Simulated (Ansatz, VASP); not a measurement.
# One calculation of Ga2O, two programs

Contents of INCAR:

```
SYSTEM = Ga2O
PREC = Accurate ; ENCUT = 520
EDIFF = 1E-7 ; ISMEAR = 0
SIGMA = 0.1 ; LREAL = .FALSE.
LASPH = .TRUE. ; NELM = 80
ALGO = Normal ; ISIF = 2
LWAVE = .FALSE. ; LCHARG = .FALSE.
GGA = PE ; NBANDS = 23
```

Contents of KPOINTS:

```
regular mesh
0
G
  6 6 6
  0 0 0
```

POSCAR

```
Ga2O
1.0
    2.3014781800     -2.7167558700      0.0000000000
    2.3014781800      2.7167558700      0.0000000000
    0.0000000000      0.0000000000      3.5593342900
Ga O
2 1
Direct
    0.0000000000      0.0000000000      0.0000000000
    0.5000000000      0.5000000000      0.0000000000
    0.5000000000      0.5000000000      0.5000000000
```

Input for Ansatz:

```yaml
crystal:
  lattice:
    - [2.30147818, -2.71675587, 0.0]
    - [2.30147818, 2.71675587, 0.0]
    - [0.0, 0.0, 3.55933429]
  atoms:
    - { symbol: Ga, position: [0.0, 0.0, 0.0] }
    - { symbol: Ga, position: [0.5, 0.5, 0.0] }
    - { symbol: O, position: [0.5, 0.5, 0.5] }
basis:
  ecutwfc: 420
kpoints:
  mp_grid: { grid: [6, 6, 6] }
hamiltonian:
  xc: pbe
scf:
  occupations: { method: gaussian, width: 0.1 }
  lower_state_search: "off"
output:
  forces: true
  stress: true
  eigenvalues: true
```

Alike in both runs: task single point; functional PBE; k mesh 6 × 6 × 6; occupations gaussian, width 0.1 eV; no spin polarisation.

|  | VASP | Ansatz |
| --- | --- | --- |
| version | VASP 6.6.1 | Ansatz 0.2.0 |
| potentials or method | VASP PAW PBE potentials, release 64 (Ga_d, O), cutoff 520 eV | scalar-relativistic, plane waves, PAW |
| valence electrons in the cell | 32 | 32 |

```csv
,VASP,Ansatz,Ansatz less VASP
gap on the k mesh at the Fermi level (eV),none,none,-
pressure (GPa),24.9,24.7,-0.12
"traceless stress, the component that is largest in VASP (GPa)",-19.79,-19.64,+0.155
```

A gap of «none» marks a metal or a gap that the smearing closes.
